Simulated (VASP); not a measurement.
The system is SrO.

```xyz
2
Lattice="0.0000 2.5302 2.5302 2.5302 0.0000 2.5302 2.5302 2.5302 0.0000" Properties=species:S:1:pos:R:3 pbc="T T T"
Sr    0.0000    0.0000    0.0000
O     2.5302    2.5302    2.5302
```

- Program: VASP 6.6.1
- Task: relaxation of cell and atoms
- Functional: PBE
- Potentials or basis: VASP PAW PBE potentials, release 64 (Sr_sv, O)
- Cutoff: 600 eV
- k mesh: 6 × 6 × 6
- Occupations: fermi-dirac, width 0.1 eV
- Spin: no spin polarisation

At the start: pressure 8.6 GPa; volume 16.20 Å³/atom.

Question: How do energy, volume and symmetry change on relaxing?

Answer: Over 3 steps the energy falls by 35.2 meV/atom and the volume is 17.62 Å³/atom (+8.8 %); space group Fm-3m (No. 225, to 0.05 Å).

Step by step:
| step | energy change (eV) | largest force (eV/Å) | pressure (GPa) | volume (Å³) |
| --- | --- | --- | --- | --- |
| 1 | 0.0000 | 0.0000 | 8.57 | 32.40 |
| 2 | -0.0571 | 0.0000 | -2.97 | 36.63 |
| 3 | -0.0704 | 0.0000 | 0.02 | 35.24 |

Final structure:
```xyz
2
Lattice="0.0000 2.6021 2.6021 2.6021 0.0000 2.6021 2.6021 2.6021 0.0000" Properties=species:S:1:pos:R:3 pbc="T T T"
Sr    0.0000    0.0000    0.0000
O     2.6021    2.6021    2.6021
```
